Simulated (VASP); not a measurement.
Set up this calculation in VASP 6.6.1, as the native input.

| Property | Result |
| --- | --- |
| Task | relaxation of the atoms |
| Functional | LDA |
| Potentials or basis | VASP PAW LDA potentials, release 64 (Mg, Fe, H) |
| Cutoff | 520 eV |
| k mesh | 8 × 8 × 8 |
| Occupations | gaussian, width 0.02 eV |
| Spin | no spin polarisation |
| Dipole correction | no |
| Further INCAR settings | ALGO = Normal; EDIFF = 1e-06; IBRION = 2; EDIFFG = -0.01; NSW = 50 |

The structure of Mg2FeH6 lies in POSCAR:

```
Mg2FeH6
1.0
    0.0000000000      3.2010212957      3.2010212957
    3.2010212957      0.0000000000      3.2010212957
    3.2010212957      3.2010212957      0.0000000000
Mg Fe H
2 1 6
Direct
    0.2500000000      0.2500000000      0.2500000000
    0.7500000000      0.7500000000      0.7500000000
    0.0000000000      0.0000000000      0.0000000000
    0.7566241638      0.2433758362      0.2433758362
    0.2433758362      0.7566241638      0.2433758362
    0.2433758362      0.7566241638      0.7566241638
    0.7566241638      0.2433758362      0.7566241638
    0.2433758362      0.2433758362      0.7566241638
    0.7566241638      0.7566241638      0.2433758362
```

This cell differs from its parent crystal: volume scaled by 1.06.

One way to write it, as run:

INCAR

```
  PREC = Accurate
  ENCUT = 520
  EDIFF = 1E-6
  ISMEAR = 0
  SIGMA = 0.02
  LREAL = F
  LASPH = T
  NELM = 100
  ALGO = Normal
  ISIF = 2
  LWAVE = F
  LCHARG = F
  GGA = CA
  IBRION = 2
  NSW = 50
  EDIFFG = -0.01
```

KPOINTS

```
regular mesh
0
Gamma
  8 8 8
```

Potentials or basis: VASP PAW LDA potentials, release 64 (Mg, Fe, H).

Command:

```console
$ cat potpaw_LDA.64/Mg/POTCAR potpaw_LDA.64/Fe/POTCAR potpaw_LDA.64/H/POTCAR > POTCAR
$ mpirun -np 1 vasp_std > vasp.out
```

Results of the run:

```yaml
Energy_gained_by_relaxing: 0.3 meV/atom
Ionic_steps: 3
Pressure_after_relaxing: -5.4 GPa
Band_gap_on_the_k_mesh: 1.72 eV, direct
```

Run time: 48 s on 1 thread of Intel Xeon 6975P-C (shared host), peak memory 0.19 GiB.
